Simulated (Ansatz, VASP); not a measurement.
GeCl3 in VASP and in Ansatz

The input INCAR:

```
SYSTEM = GeCl3
PREC = Accurate
ENCUT = 520
EDIFF = 1E-6
ISMEAR = 0
SIGMA = 0.1
LREAL = .FALSE.
LASPH = .TRUE.
NELM = 80
ALGO = Fast
ISIF = 2
LWAVE = .FALSE.
LCHARG = .FALSE.
GGA = PE
NBANDS = 26
```

File KPOINTS:

```
regular mesh
0
G
  4 4 4
  0 0 0
```

POSCAR

```
GeCl3
1.0
    4.9063697900      0.0000000000      0.0000000000
    0.0000000000      4.9063697900      0.0000000000
    0.0000000000      0.0000000000      4.9063697900
Ge Cl
1 3
Direct
    0.5000000000      0.5000000000      0.5000000000
    0.0000000000      0.5000000000      0.5000000000
    0.5000000000      0.0000000000      0.5000000000
    0.5000000000      0.5000000000      0.0000000000
```

Input for Ansatz:

```yaml
crystal:
  lattice:
    - [4.90636979, 0.0, 0.0]
    - [0.0, 4.90636979, 0.0]
    - [0.0, 0.0, 4.90636979]
  atoms:
    - { symbol: Ge, position: [0.5, 0.5, 0.5] }
    - { symbol: Cl, position: [0.0, 0.5, 0.5] }
    - { symbol: Cl, position: [0.5, 0.0, 0.5] }
    - { symbol: Cl, position: [0.5, 0.5, 0.0] }
basis:
  ecutwfc: 420
kpoints:
  mp_grid: { grid: [4, 4, 4] }
hamiltonian:
  xc: pbe
scf:
  occupations: { method: gaussian, width: 0.1 }
  lower_state_search: "off"
output:
  forces: true
  stress: true
  eigenvalues: true
```

Alike in both runs: task single point; functional PBE; k mesh 4 × 4 × 4; occupations gaussian, width 0.1 eV; no spin polarisation.

```csv
,VASP,Ansatz
version,VASP 6.6.1,Ansatz 0.2.0
potentials or method,"VASP PAW PBE potentials, release 64 (Ge_d, Cl), cutoff 520 eV","scalar-relativistic, plane waves, PAW"
valence electrons in the cell,35,35
```

|  | VASP | Ansatz | Ansatz less VASP |
| --- | --- | --- | --- |
| gap on the k mesh at the Fermi level (eV) | none | none | - |
| pressure (GPa) | 0.0 | 0.0 | +0.09 |

A gap of «none» marks a metal or a gap that the smearing closes. With one functional, cell and mesh, what is left measures potentials, basis and numerics.
